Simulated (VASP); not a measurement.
A run of VASP 6.6.1 is set up as follows.

INCAR

```
PREC = Accurate ; ENCUT = 520
EDIFF = 1E-6 ; ISMEAR = -1
SIGMA = 0.02 ; LREAL = F
LASPH = T ; NELM = 80
ALGO = Normal ; ISIF = 2
LWAVE = F ; LCHARG = F
GGA = PE ; NBANDS = 16
```

The input KPOINTS:

```
Automatic mesh
0
Gamma
  12 12 6
```

File POSCAR:

```
BN
1.0
    2.5439499996      0.0000000000      0.0000000000
   -1.2719749998      2.2031253256      0.0000000000
    0.0000000000      0.0000000000      4.1657371881
B N
2 2
Direct
    0.3333333333      0.6666666667      0.0002034650
    0.6666666667      0.3333333333      0.5002034650
    0.3333333333      0.6666666667      0.3747965350
    0.6666666667      0.3333333333      0.8747965350
```

Potentials or basis: VASP PAW PBE potentials, release 64 (B, N).

Run with:

```console
$ cat potpaw_PBE.64/B/POTCAR potpaw_PBE.64/N/POTCAR > POTCAR
$ mpirun -np 1 vasp_std > vasp.out
```

Task: Estimate the band gap on the k mesh.

Result: 5.21 eV (least direct gap 8.29 eV).

Task: What does it give for the pressure?

Result: 9.0 GPa.

Stress tensor (GPa, compression positive):
```
 5.68  0.00  0.00
 0.00  5.68  0.00
 0.00  0.00 15.77
```

Caveat: the cell differs from its parent crystal (uniaxial z strain -1.0%); the cell stands under pressure. A k mesh can miss the band edges.
